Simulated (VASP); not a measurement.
Here is a VASP 6.6.1 calculation.

The input POSCAR:

```
In
1.0
   -1.6254700000      1.6254700000      2.4737000000
    1.6254700000     -1.6254700000      2.4737000000
    1.6254700000      1.6254700000     -2.4737000000
In
1
Direct
    0.0000000000      0.0000000000      0.0000000000
```

Contents of INCAR.step1:

```
ALGO = Normal ; EDIFF = 1E-4
ENCUT = 520 ; GGA = PE
ISMEAR = -1 ; LASPH = T
LCHARG = F ; LREAL = F
LWAVE = T ; NBANDS = 12
NELM = 100 ; PREC = Accurate
SIGMA = 0.05
```

INCAR.step2

```
ALGO = Normal ; EDIFF = 1E-6
ENCUT = 520 ; ISIF = 2
ISMEAR = -1 ; ISTART = 1
LASPH = T ; LCHARG = T
LELF = T ; LMIXTAU = T
LREAL = F ; LVHAR = T
LWAVE = F ; METAGGA = R2SCAN
NBANDS = 12 ; NELM = 100
PREC = Accurate ; SIGMA = 0.05
```

Contents of KPOINTS:

```
k-points
0
Gamma
  11 11 11
```

Potentials or basis: VASP PAW PBE potentials, release 64 (In_d).

Launch:

```console
$ cat potpaw_PBE.64/In_d/POTCAR > POTCAR
$ cp INCAR.step1 INCAR
$ mpirun -np 1 vasp_std > vasp.out
$ cp INCAR.step2 INCAR
$ mpirun -np 1 vasp_std > vasp.out
```

(1) Estimate the pressure.

Answers

(1) 0.3 GPa.

Caveat: the PAW data sets were made with another functional, which shifts forces and pressure a little.
